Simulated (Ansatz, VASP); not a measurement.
**Pt: VASP beside Ansatz**

File INCAR:

```
SYSTEM = Pt
PREC     = Accurate       ! precision mode
ENCUT    = 520            ! plane-wave cutoff, eV
EDIFF    = 1E-6           ! SCF threshold, eV
ISMEAR   = 0              ! smearing method
SIGMA    = 0.15           ! smearing width, eV
LREAL    = .False.        ! projectors in reciprocal space
LASPH    = .True.         ! aspherical terms in the spheres
NELM     = 80             ! most SCF steps
ALGO     = Fast           ! electronic algorithm
ISIF     = 2              ! what is computed and relaxed
LWAVE    = .False.        ! write WAVECAR
LCHARG   = .True.         ! write CHGCAR
GGA      = CA             ! functional
LELF     = .True.         ! ELF
LVHAR    = .True.       
NBANDS   = 11             ! bands
```

Contents of KPOINTS:

```
regular mesh
0
Gamma
  22 22 22
  0 0 0
```

POSCAR

```
Pt
1.0
   -1.5842200000      1.5842200000      1.5366934000
    1.5842200000     -1.5842200000      1.5366934000
    1.5842200000      1.5842200000     -1.5366934000
Pt
1
Direct
    0.0000000000      0.0000000000      0.0000000000
```

Input for Ansatz:

```yaml
crystal:
  lattice:
    - [-1.58422, 1.58422, 1.5366934]
    - [1.58422, -1.58422, 1.5366934]
    - [1.58422, 1.58422, -1.5366934]
  atoms:
    - { symbol: Pt, position: [0.0, 0.0, 0.0] }
basis:
  ecutwfc: 520.0
kpoints:
  mp_grid: { grid: [22, 22, 22] }
hamiltonian:
  xc: lda
scf:
  occupations: { method: gaussian, width: 0.15 }
output:
  forces: true
  stress: true
  eigenvalues: true
```

Change from the starting cell: strain +0.000 along x and y, -0.030 along z, atoms carried along.

Alike in both runs: task single point; functional LDA; k mesh 22 × 22 × 22; occupations gaussian, width 0.15 eV; no spin polarisation.

|  | VASP | Ansatz |
| --- | --- | --- |
| version | VASP 6.6.1 | Ansatz 0.2.0 |
| potentials or method | VASP PAW LDA potentials, release 64 (Pt), cutoff 520 eV | scalar-relativistic, plane waves, PAW |
| valence electrons in the cell | 10 | 18 |

```csv
,VASP,Ansatz,Ansatz less VASP
gap on the k mesh at the Fermi level (eV),none,none,-
pressure (GPa),-8.4,-9.0,-0.67
"traceless stress, the component that is largest in VASP (GPa)",-2.27,-2.31,-0.037
```

LDA's correlation is that of Perdew and Zunger in VASP and of Perdew and Wang (1992) in Ansatz. A gap of «none» marks a metal or a gap that the smearing closes. VASP's potentials hold 10 valence electrons a cell and Ansatz's 18, so a difference there can come from the potentials and not from the codes.

Spin-orbit coupling is off throughout.
